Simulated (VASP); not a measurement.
Write the native input for VASP 6.6.1 that does the following.

```
Task                   : single point
Functional             : r2SCAN
Potentials or basis    : VASP PAW PBE potentials, release 64 (Al)
Cutoff                 : 520 eV
k mesh                 : 20 × 20 × 20
Occupations            : gaussian, width 0.15 eV
Spin                   : no spin polarisation
Dipole correction      : no
Further INCAR settings : ALGO = Normal; EDIFF = 1e-06; NBANDS = 8
```

The system is Al.

```
Al
1.0
     0.00000    1.94302    2.02398
     1.94302    0.00000    2.02398
     1.94302    1.94302    0.00000
Al
1
Direct
  0.00000 0.00000 0.00000
```

This cell differs from its parent crystal: strain -0.040 along x and y, +0.000 along z.

These files were run (other wordings do the same):

POSCAR

```
Al
1.0
    0.0000000000      1.9430208000      2.0239800000
    1.9430208000      0.0000000000      2.0239800000
    1.9430208000      1.9430208000      0.0000000000
Al
1
Direct
    0.0000000000      0.0000000000      0.0000000000
```

INCAR.step1

```
SYSTEM = Al
PREC = Accurate
ENCUT = 520
ISMEAR = 0
SIGMA = 0.15
LREAL = .FALSE.
LASPH = .TRUE.
NELM = 100
NBANDS = 8
GGA = PE
ALGO = Normal
EDIFF = 1E-4
LWAVE = .TRUE.
LCHARG = .FALSE.
```

INCAR.step2

```
SYSTEM = Al
PREC = Accurate
ENCUT = 520
EDIFF = 1E-6
ISMEAR = 0
SIGMA = 0.15
LREAL = .FALSE.
LASPH = .TRUE.
NELM = 100
ALGO = Normal
ISIF = 2
LWAVE = .FALSE.
LCHARG = .TRUE.
METAGGA = R2SCAN
LMIXTAU = .TRUE.
LELF = .TRUE.
LVHAR = .TRUE.
NBANDS = 8
ISTART = 1
```

KPOINTS

```
regular mesh
0
G
  20 20 20
  0 0 0
```

Potentials or basis: VASP PAW PBE potentials, release 64 (Al).

Command:

```sh
$ cat potpaw_PBE.64/Al/POTCAR > POTCAR
$ cp INCAR.step1 INCAR
$ mpirun -np 1 vasp_std > vasp.out
$ cp INCAR.step2 INCAR
$ mpirun -np 1 vasp_std > vasp.out
```

Results of the run:

```
Pressure : 3.9 GPa
```

Caveat: the cell differs from its parent crystal (strain -0.040 along x and y, +0.000 along z); the PAW data sets were made with another functional, which shifts forces and pressure a little.

Run time: 3.9 min on 1 thread of AMD EPYC 7R13 Processor (Zen 3), on a shared host, peak memory 0.15 GiB.
